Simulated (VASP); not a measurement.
Set up this calculation in VASP 6.6.1, as the native input.

```yaml
Task: single point
Functional: LDA
Potentials_or_basis: VASP PAW LDA potentials, release 64 (In_d, As)
Cutoff: 520 eV
k_mesh: 6 × 6 × 6
Occupations: gaussian, width 0.05 eV
Spin: no spin polarisation
Dipole_correction: no
Further_INCAR_settings: ALGO = Normal; EDIFF = 1e-06; NBANDS = 16
```

The structure of InAs lies in POSCAR:

```
InAs
1.0
    0.0000000000      2.9348460000      2.7655709343
    2.9348460000      0.0000000000      2.7655709343
    2.9348460000      2.9348460000      0.0000000000
In As
1 1
Direct
    0.5000000000      0.5000000000      0.5000000000
    0.0000000000      0.0000000000      0.0000000000
```

One way to write it, as run:

INCAR

```
SYSTEM = InAs
ALGO = Normal
EDIFF = 1E-6
ENCUT = 520
GGA = CA
ISIF = 2
ISMEAR = 0
LASPH = .True.
LCHARG = .False.
LREAL = .False.
LWAVE = .False.
NBANDS = 16
NELM = 60
PREC = Accurate
SIGMA = 0.05
```

KPOINTS

```
k-points
0
Gamma
  6 6 6
  0 0 0
```

Potentials or basis: VASP PAW LDA potentials, release 64 (In_d, As).

The run is started by

```console
$ cat potpaw_LDA.64/In_d/POTCAR potpaw_LDA.64/As/POTCAR > POTCAR
$ mpirun -np 1 vasp_std > vasp.out
```

Results of the run:

The pressure is -4.5 GPa and the band gap on the k mesh is zero (band 9 reaches 6.13 eV, above the bottom of band 10 at 3.37 eV).

Caveat: spin-orbit coupling is left out, which moves the levels of the heavy elements.

Wall time 43 s on 1 thread of Intel Xeon 8259CL, on a shared host, peak memory 0.16 GiB.
